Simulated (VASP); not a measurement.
# Bi3O (P4/mmm) in VASP: notebook

The runs below take Bi3O through single point, relaxation of cell and atoms, with PBE.

Program: VASP 6.6.1. These are calculated values, not measurements. Logs are shortened: lines on timing, memory, paths and dates and some standing lists are left out, and cuts for length are marked.

## Step 1: The cell of the first run

Symmetry: P4/mmm, No. 123, tetragonal system. The conventional cell has a = 3.265 Å, b = 3.265 Å, c = 9.211 Å, α = 90.00°, β = 90.00°, γ = 90.00°. Bi (site symmetry 4mm) has 4 O at 2.80 Å and 5 Bi at 3.17 to 3.27 Å within 3.7 Å. Bi (site symmetry 4/mmm) has 12 Bi at 3.27 to 3.80 Å within 4.3 Å. O (site symmetry 4/mmm) has 8 Bi at 2.80 Å and 4 O at 3.27 Å within 3.7 Å.

## Step 2: Single point, PBE

Contents of INCAR:

```
PREC = Accurate ; ENCUT = 520
EDIFF = 1E-7 ; ISMEAR = 0
SIGMA = 0.1 ; LREAL = False
LASPH = True ; NELM = 100
ALGO = Normal ; ISIF = 2
LWAVE = False ; LCHARG = True
GGA = PE ; LELF = True
LVHAR = True ; NBANDS = 34
```

Contents of KPOINTS:

```
regular mesh
0
Gamma
  6 6 2
```

Contents of POSCAR:

```
Bi3O
1.0
    3.2652101866      0.0000000000      0.0000000000
    0.0000000000      3.2652101866      0.0000000000
    0.0000000000      0.0000000000      9.2113228674
Bi O
3 1
Direct
    0.5000000000      0.5000000000      0.8279801035
    0.0000000000      0.0000000000      0.5000000000
    0.5000000000      0.5000000000      0.1720198965
    0.0000000000      0.0000000000      0.0000000000
```

Potentials or basis: VASP PAW PBE potentials, release 64 (Bi_d, O).

On the command line:

```sh
cat potpaw_PBE.64/Bi_d/POTCAR potpaw_PBE.64/O/POTCAR > POTCAR
mpirun -np 1 vasp_std > vasp.out
```

OUTCAR:

```text
PREC = Accurate
   ENCUT = 520
   EDIFF = 1E-7
   ISMEAR = 0
   LREAL = False
   LASPH = True
   NELM = 100
   ISIF = 2
   GGA = PE

 ion  position               nearest neighbor table
   1  0.500  0.500  0.828-   4 2.80   4 2.80   4 2.80   4 2.80   3 3.17   2 3.80   2 3.80   2 3.80
                             2 3.80
   2  0.000  0.000  0.500-   1 3.80   3 3.80   1 3.80   3 3.80   1 3.80   3 3.80   1 3.80   3 3.80

   3  0.500  0.500  0.172-   4 2.80   4 2.80   4 2.80   4 2.80   1 3.17   2 3.80   2 3.80   2 3.80
                             2 3.80
   4  0.000  0.000  0.000-   1 2.80   3 2.80   1 2.80   3 2.80   1 2.80   3 2.80   1 2.80   3 2.80

  LATTYP: Found a simple tetragonal cell.
 ALAT       =     3.2652101866
 C/A-ratio  =     2.8210505116

  Lattice vectors:

 A1 = (   3.2652101866,   0.0000000000,   0.0000000000)
 A2 = (   0.0000000000,   3.2652101866,   0.0000000000)
 A3 = (   0.0000000000,   0.0000000000,   9.2113228674)

Analysis of symmetry for initial positions (statically):
=====================================================================
 Subroutine PRICEL returns:
 Original cell was already a primitive cell.

 Routine SETGRP: Setting up the symmetry group for a
 simple tetragonal supercell.

 Subroutine GETGRP returns: Found 16 space group operations
 (whereof 16 operations were pure point group operations)
 out of a pool of 16 trial point group operations.

The static configuration has the point symmetry D_4h.

Analysis of symmetry for dynamics (positions and initial velocities):
=====================================================================
 Subroutine PRICEL returns:
 Original cell was already a primitive cell.

 Routine SETGRP: Setting up the symmetry group for a
 simple tetragonal supercell.

 Subroutine GETGRP returns: Found 16 space group operations
 (whereof 16 operations were pure point group operations)
 out of a pool of 16 trial point group operations.

The dynamic configuration has the point symmetry D_4h.

 Subroutine INISYM returns: Found 16 space group operations
 (whereof 16 operations are pure point group operations),
 and found     1 'primitive' translations

----------------------------------------------------------------------------------------

                                     Primitive cell

  volume of cell :      98.2074

  direct lattice vectors                    reciprocal lattice vectors
     3.265210187  0.000000000  0.000000000     0.306258998  0.000000000  0.000000000
     0.000000000  3.265210187  0.000000000     0.000000000  0.306258998  0.000000000
     0.000000000  0.000000000  9.211322867     0.000000000  0.000000000  0.108562040

  length of vectors
     3.265210187  3.265210187  9.211322867     0.306258998  0.306258998  0.108562040

  position of ions in fractional coordinates (direct lattice)
     0.500000000  0.500000000  0.827980104
     0.000000000  0.000000000  0.500000000
     0.500000000  0.500000000  0.172019896
     0.000000000  0.000000000  0.000000000

  ion indices of the primitive-cell ions
   primitive index   ion index
                 1           1
                 2           2
                 3           3
                 4           4

----------------------------------------------------------------------------------------

 KPOINTS: regular mesh

Automatic generation of k-mesh.
 Grid dimensions read from file:
 generate k-points for:    6    6    2

 Generating k-lattice:

  Cartesian coordinates                     Fractional coordinates (reciprocal lattice)
     0.051043166  0.000000000  0.000000000     0.166666667  0.000000000  0.000000000
     0.000000000  0.051043166  0.000000000     0.000000000  0.166666667  0.000000000
     0.000000000  0.000000000  0.054281020     0.000000000  0.000000000  0.500000000

  Length of vectors
     0.051043166  0.051043166  0.054281020

  Shift w.r.t. Gamma in fractional coordinates (k-lattice)
     0.000000000  0.000000000  0.000000000

 Subroutine IBZKPT returns following result:
 ===========================================

 Found     20 irreducible k-points:

 Following reciprocal coordinates:
            Coordinates               Weight
  0.000000  0.000000  0.000000      1.000000
  0.166667  0.000000  0.000000      4.000000
  0.333333  0.000000  0.000000      4.000000
  0.500000  0.000000  0.000000      2.000000
  0.166667  0.166667  0.000000      4.000000
  0.333333  0.166667  0.000000      8.000000
[... 12 lines left out ...]
  0.500000  0.333333  0.500000      4.000000
  0.500000  0.500000  0.500000      1.000000
   k-points           NKPTS =     20   k-points in BZ     NKDIM =     20   number of bands    NBANDS=     34
   number of dos      NEDOS =    301   number of ions     NIONS =      4
   total plane-waves  NPLWV =  40320
   dimension x,y,z NGX =    24 NGY =   24 NGZ =   70
   dimension x,y,z NGXF=    48 NGYF=   48 NGZF=  140
   ions per type =               3   1
   NGX,Y,Z   is equivalent  to a cutoff of  12.22, 12.22, 12.63 a.u.
   NGXF,Y,Z  is equivalent  to a cutoff of  24.44, 24.44, 25.27 a.u.
 SYSTEM =  unknown system
   PREC   = accura    normal or accurate (medium, high low for compatibility)
   ISTART =      0    job   : 0-new  1-cont  2-samecut
   ICHARG =      2    charge: 1-file 2-atom 10-const
   ISPIN  =      1    spin polarized calculation?
   LNONCOLLINEAR =      F non collinear calculations
   LSORBIT =      F    spin-orbit coupling
   LASPH  =      T    aspherical Exc in radial PAW
   ENCUT  =  520.0 eV  38.22 Ry    6.18 a.u.   6.07  6.07 17.13*2*pi/ulx,y,z
   NELM   =    100;   NELMIN=  2; NELMDL= -5     # of ELM steps
   EDIFF  = 0.1E-06   stopping-criterion for ELM
   LREAL  =      F    real-space projection
   EDIFFG = 0.1E-05   stopping-criterion for IOM
   NSW    =      0    number of steps for IOM
   IBRION =     -1    ionic relax: 0-MD 1-quasi-New 2-CG
   NFREE  =      0    steps in history (QN), initial steepest desc. (CG)
   ISIF   =      2    stress and relaxation
   ISYM   =      2    0-nonsym 1-usesym 2-fastsym
   POTIM  = 0.5000    time-step for ionic-motion
   TEBEG  =    0.0;   TEEND  =   0.0 temperature during run
   PSTRESS=    0.0 pullay stress
   NELECT =      51.0000    total number of electrons
   NUPDOWN=      -1.0000    fix difference up-down
   EMIN   =  10.00;   EMAX   =-10.00  energy-range for DOS
   EFERMI =   0.00;   METHOD = LEGACY
   ISMEAR =     0;   SIGMA  =   0.10  broadening in eV -4-tet -1-fermi 0-gaus
   EFERMI_NEDOS =   21; number of points for ismear=-14 and -15
   IALGO  =     38    algorithm
   IMIX   =      4    mixing-type and parameters
     AMIX     =   0.40;   BMIX     =  1.00
     AMIX_MAG =   1.60;   BMIX_MAG =  1.00
  volume/ion in A,a.u.               =      24.55       165.68
  Fermi-wavevector in a.u.,A,eV,Ry     =   1.315882  2.486656 23.559089  1.731544
  Thomas-Fermi vector in A             =   2.446033
   LORBIT       =      0    0 simple, 1 ext, 2 COOP (PROOUT), +10 PAW based schemes
   GGA     = PE    functional components
   LHFCALC =     F    Hartree Fock is set to
   AEXX    =    0.0000 exact exchange contribution
   IVDW    =     0    specifies the selected vdW correction
   LEPSILON=     F    determine dielectric tensor
   LRPA    =     F    only Hartree local field effects (RPA)
 non-spin polarized calculation
 Gauss-broadening in eV      SIGMA  =   0.10
  energy-cutoff  :      520.00
  volume of cell :       98.21
 maximum number of plane-waves:      2680
   NGX = 13   NGY = 13   NGZ = 35

 number of electron      50.9999985 magnetization

 Free energy of the ion-electron system (eV)
  ---------------------------------------------------
  ext. energy  EPLUGINS =         0.00000000
  ---------------------------------------------------
  free energy    TOTEN  =       -16.66072436 eV

  energy without entropy =      -16.65447622  energy(sigma->0) =      -16.65760029

 E-fermi :   8.0764     XC(G=0): -10.5127

 val. band max:        8.0566545257   @ k =   0.1667   0.0000   0.5000
 cond. band min:       8.1726174188   @ k =   0.1667   0.1667   0.5000
 fundamental gap:      0.1159628930
 Fermi energy:         8.0763899610

 k-point     1 :       0.0000    0.0000    0.0000
  band No.  band energies     occupation
      1     -15.4837      2.00000
      2     -15.4722      2.00000
      3     -15.4626      2.00000
      4     -15.3966      2.00000
      5     -15.3140      2.00000
      6     -15.2890      2.00000
[... 26 lines left out ...]
     33      14.9699      0.00000
     34      16.1732      0.00000

 k-point     2 :       0.1667    0.0000    0.0000
  band No.  band energies     occupation
      1     -15.4779      2.00000
      2     -15.4211      2.00000
      3     -15.4104      2.00000
      4     -15.3568      2.00000
      5     -15.2965      2.00000
      6     -15.2873      2.00000
[... 26 lines left out ...]
     33      16.3566      0.00000
     34      16.4786      0.00000

 k-point     3 :       0.3333    0.0000    0.0000
  band No.  band energies     occupation
      1     -15.4714      2.00000
      2     -15.3780      2.00000
      3     -15.3562      2.00000
      4     -15.3239      2.00000
      5     -15.2810      2.00000
      6     -15.2730      2.00000
[... 26 lines left out ...]
     33      15.9584      0.00000
     34      16.4136      0.00000
[... 556 lines left out ...]
 k-point    19 :       0.5000    0.3333    0.5000
  band No.  band energies     occupation
      1     -15.3665      2.00000
      2     -15.3646      2.00000
      3     -15.3349      2.00000
      4     -15.3215      2.00000
      5     -15.3025      2.00000
      6     -15.2842      2.00000
[... 26 lines left out ...]
     33      14.0157      0.00000
     34      14.0271      0.00000

 k-point    20 :       0.5000    0.5000    0.5000
  band No.  band energies     occupation
      1     -15.3596      2.00000
      2     -15.3596      2.00000
      3     -15.3549      2.00000
      4     -15.3443      2.00000
      5     -15.3277      2.00000
      6     -15.2801      2.00000
[... 26 lines left out ...]
     33      14.2609      0.00000
     34      14.4811      0.00000

------------------------ aborting loop because EDIFF is reached ----------------------------------------

  FORCE on cell =-STRESS in cart. coord.  units (eV):
  Direction    XX          YY          ZZ          XY          YZ          ZX
  --------------------------------------------------------------------------------------
  -------------------------------------------------------------------------------------
  Total       -0.0040496     -0.0040496     -0.0969803      0.0000000      0.0000000     -0.0000000
  in kB       -0.0660661     -0.0660661     -1.5821572      0.0000000      0.0000000     -0.0000000
  external PRESSURE =      -0.5714298 kB  Pullay stress =       0.0000000 kB

 VOLUME and BASIS-vectors are now :
 -----------------------------------------------------------------------------
  energy-cutoff  :      520.00
  volume of cell :       98.21
      direct lattice vectors                 reciprocal lattice vectors
     3.265210187  0.000000000  0.000000000     0.306258998  0.000000000  0.000000000
     0.000000000  3.265210187  0.000000000     0.000000000  0.306258998  0.000000000
     0.000000000  0.000000000  9.211322867     0.000000000  0.000000000  0.108562040

 POSITION                                       TOTAL-FORCE (eV/Angst)
 -----------------------------------------------------------------------------------
      1.63261      1.63261      7.62679         0.000000     -0.000000      0.013521
      0.00000      0.00000      4.60566         0.000000      0.000000      0.000000
      1.63261      1.63261      1.58453        -0.000000     -0.000000     -0.013521
      0.00000      0.00000      0.00000         0.000000      0.000000      0.000000
 -----------------------------------------------------------------------------------
    total drift:                                0.000000     -0.000000      0.000000

  FREE ENERGIE OF THE ION-ELECTRON SYSTEM (eV)
  ---------------------------------------------------
  free  energy   TOTEN  =       -16.6607243563 eV

  energy  without entropy=      -16.6544762221  energy(sigma->0) =      -16.65760029
```

Run time: 25 s. Hardware: 1 thread of Intel Xeon 6975P-C (Granite Rapids), shared host; peak memory 0.21 GiB.

What came out:

* Free energy: -16.6607 eV
* Pressure: -0.1 GPa
* Largest force: 0.014 eV/Å

Forces on the atoms (eV/Å):
```
Bi   0.000  0.000  0.014
Bi   0.000  0.000  0.000
Bi   0.000  0.000 -0.014
O    0.000  0.000  0.000
```

Caveat: spin-orbit coupling is left out, which moves the levels of the heavy elements; an odd number of electrons without spin polarisation forces a metal; a magnetic or distorted state may lie lower.

## Step 3: Single point, PBE

This run uses another cell than the first one, of 25.72 Å³/atom, 1.047 times its volume.

Contents of INCAR:

```
SYSTEM = Bi3O
PREC     = Accurate       ! precision mode
ENCUT    = 520            ! plane-wave cutoff, eV
EDIFF    = 1E-6           ! SCF threshold, eV
ISMEAR   = 0              ! smearing method
SIGMA    = 0.1            ! smearing width, eV
LREAL    = .FALSE.        ! projectors in reciprocal space
LASPH    = .TRUE.         ! aspherical terms in the spheres
NELM     = 80             ! most SCF steps
ALGO     = Normal         ! electronic algorithm
ISIF     = 2              ! what is computed and relaxed
LWAVE    = .FALSE.        ! write WAVECAR
LCHARG   = .FALSE.        ! write CHGCAR
GGA      = PE             ! functional
NBANDS   = 34             ! bands
```

Contents of KPOINTS:

```
regular mesh
0
G
  6 6 2
  0 0 0
```

Contents of POSCAR:

```
Bi3O
1.0
    3.1497946000      0.0000000000      0.0000000000
    0.0000000000      3.1497946000      0.0000000000
    0.0000000000      0.0000000000     10.3678407100
Bi O
3 1
Direct
    0.5000000000      0.5000000000      0.7342755200
    0.0000000000      0.0000000000      0.5000000000
    0.5000000000      0.5000000000      0.2657244800
    0.0000000000      0.0000000000      0.0000000000
```

Potentials or basis: VASP PAW PBE potentials, release 64 (Bi_d, O).

On the command line:

```sh
cat potpaw_PBE.64/Bi_d/POTCAR potpaw_PBE.64/O/POTCAR > POTCAR
mpirun -np 1 vasp_std > vasp.out
```

Wall time 30 s (1 thread of Intel Xeon 6975P-C (Granite Rapids), shared host); peak memory 0.22 GiB.

The run converged. Its results:

```
Free energy   : -13.0708 eV
Pressure      : 8.4 GPa
Largest force : 2.523 eV/Å
```

Forces in eV/Å, atoms in the order of the input:
```
Bi   0.000  0.000  2.523
Bi   0.000  0.000  0.000
Bi   0.000  0.000 -2.523
O    0.000  0.000  0.000
```

Stress tensor (GPa, compression positive):
```
11.64  0.00  0.00
 0.00 11.64  0.00
 0.00  0.00  1.88
```

Levels at points of the mesh, in eV from the Fermi level:
| k point | band 23 | band 24 | band 25 | band 26 | band 27 | band 28 |
| --- | --- | --- | --- | --- | --- | --- |
| (0.00, 0.00, 0.00) | 0.12 | 0.12 | 1.94 | 1.94 | 3.95 | 3.95 |
| (0.50, 0.00, 0.00) | -1.37 | -0.90 | -0.62 | 0.28 | 1.31 | 2.61 |
| (0.50, 0.50, 0.00) | -3.00 | -1.40 | -1.40 | -0.76 | -0.51 | -0.51 |
| (0.00, 0.00, 0.50) | 0.13 | 0.96 | 1.93 | 1.93 | 3.55 | 3.99 |
| (0.50, 0.00, 0.50) | -1.87 | -0.45 | 0.14 | 0.28 | 0.81 | 2.24 |
| (0.50, 0.50, 0.50) | -3.06 | -1.04 | -1.04 | -0.83 | -0.83 | -0.64 |

Caveat: spin-orbit coupling is left out, which moves the levels of the heavy elements; an odd number of electrons without spin polarisation forces a metal; a magnetic or distorted state may lie lower.

[end of part 1 of 2]
